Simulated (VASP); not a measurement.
Input of a VASP 6.6.1 run:

Contents of POSCAR:

```
KCl
1.0
    3.8451315391      0.0000000000      0.0000000000
    0.0000000000      3.8451315391      0.0000000000
    0.0000000000      0.0000000000      3.8451315391
K Cl
1 1
Direct
    0.0000000000      0.0000000000      0.0000000000
    0.5000000000      0.5000000000      0.5000000000
```

Contents of INCAR.step1:

```
SYSTEM = KCl
  PREC = Accurate
  ENCUT = 520
  ISMEAR = 0
  SIGMA = 0.01
  LREAL = .False.
  LASPH = .True.
  NELM = 60
  NBANDS = 15
  GGA = PE
  ALGO = Normal
  EDIFF = 1E-4
  LWAVE = .True.
  LCHARG = .False.
```

INCAR.step2

```
SYSTEM = KCl
  PREC = Accurate
  ENCUT = 520
  EDIFF = 1E-6
  ISMEAR = 0
  SIGMA = 0.01
  LREAL = .False.
  LASPH = .True.
  NELM = 60
  ALGO = Normal
  ISIF = 2
  LWAVE = .False.
  LCHARG = .False.
  METAGGA = R2SCAN
  LMIXTAU = .True.
  NBANDS = 15
  ISTART = 1
```

Contents of KPOINTS:

```
Automatic mesh
0
Gamma
  6 6 6
  0 0 0
```

Potentials or basis: VASP PAW PBE potentials, release 64 (K_sv, Cl).

Launch:

```bash
$ cat potpaw_PBE.64/K_sv/POTCAR potpaw_PBE.64/Cl/POTCAR > POTCAR
$ cp INCAR.step1 INCAR
$ mpirun -np 1 vasp_std > vasp.out
$ cp INCAR.step2 INCAR
$ mpirun -np 1 vasp_std > vasp.out
```

(1) Predict the pressure.

(2) Estimate the band gap on the k mesh.

Results:

(1) -1.2 GPa.

(2) 5.54 eV (least direct gap 5.74 eV).

Caveat: the structure was generated, so it needn't be the stable form of KCl; the PAW data sets were made with another functional, which shifts forces and pressure a little.
